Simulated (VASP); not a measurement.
Write the native input for VASP 6.6.1 that does the following.

| Property | Result |
| --- | --- |
| Task | single point |
| Functional | r2SCAN |
| Potentials or basis | VASP PAW PBE potentials, release 64 (As, Be) |
| Cutoff | 520 eV |
| k mesh | 5 × 5 × 3 |
| Occupations | fermi-dirac, width 0.1 eV |
| Spin | no spin polarisation |
| Dipole correction | no |
| Further INCAR settings | ALGO = Normal; EDIFF = 1e-06; NBANDS = 21 |

Crystal: BeAs2.

```
As Be
1.0
     3.56407    0.00000    0.00000
     0.00000    3.56407    0.00000
     0.00000    0.00000    7.29970
As Be
4 2
Direct
  0.00000 0.50000 0.33000
  0.50000 0.00000 0.67000
  0.00000 0.00000 0.00000
  0.50000 0.50000 0.00000
  0.00000 0.50000 0.73500
  0.50000 0.00000 0.26500
```

One way to write it, as run:

POSCAR

```
BeAs2
1.0
    3.5640700000      0.0000000000      0.0000000000
    0.0000000000      3.5640700000      0.0000000000
    0.0000000000      0.0000000000      7.2996980000
As Be
4 2
Direct
    0.0000000000      0.5000000000      0.3300000000
    0.5000000000      0.0000000000      0.6700000000
    0.0000000000      0.0000000000      0.0000000000
    0.5000000000      0.5000000000      0.0000000000
    0.0000000000      0.5000000000      0.7350000000
    0.5000000000      0.0000000000      0.2650000000
```

INCAR.step1

```
SYSTEM = BeAs2
ALGO = Normal
EDIFF = 1E-4
ENCUT = 520
GGA = PE
ISMEAR = -1
LASPH = .True.
LCHARG = .False.
LREAL = .False.
LWAVE = .True.
NBANDS = 21
NELM = 100
PREC = Accurate
SIGMA = 0.1
```

INCAR.step2

```
SYSTEM = BeAs2
ALGO = Normal
EDIFF = 1E-6
ENCUT = 520
ISIF = 2
ISMEAR = -1
ISTART = 1
LASPH = .True.
LCHARG = .True.
LELF = .True.
LMIXTAU = .True.
LREAL = .False.
LVHAR = .True.
LWAVE = .False.
METAGGA = R2SCAN
NBANDS = 21
NELM = 100
PREC = Accurate
SIGMA = 0.1
```

KPOINTS

```
k-points
0
Gamma
  5 5 3
  0 0 0
```

Potentials or basis: VASP PAW PBE potentials, release 64 (As, Be).

The run is started by

```bash
$ cat potpaw_PBE.64/As/POTCAR potpaw_PBE.64/Be/POTCAR > POTCAR
$ cp INCAR.step1 INCAR
$ mpirun -np 1 vasp_std > vasp.out
$ cp INCAR.step2 INCAR
$ mpirun -np 1 vasp_std > vasp.out
```

Results of the run:

- Pressure: 7.7 GPa
- Largest force: 1.254 eV/Å
- Band gap on the k mesh: zero (band 12 reaches 7.00 eV, above the bottom of band 13 at 6.58 eV)

Caveat: the PAW data sets were made with another functional, which shifts forces and pressure a little.

It took 95 s on 1 thread of AMD EPYC 7R43 64-Core Processor (Zen 3), with other jobs on the host, peak memory 0.17 GiB.
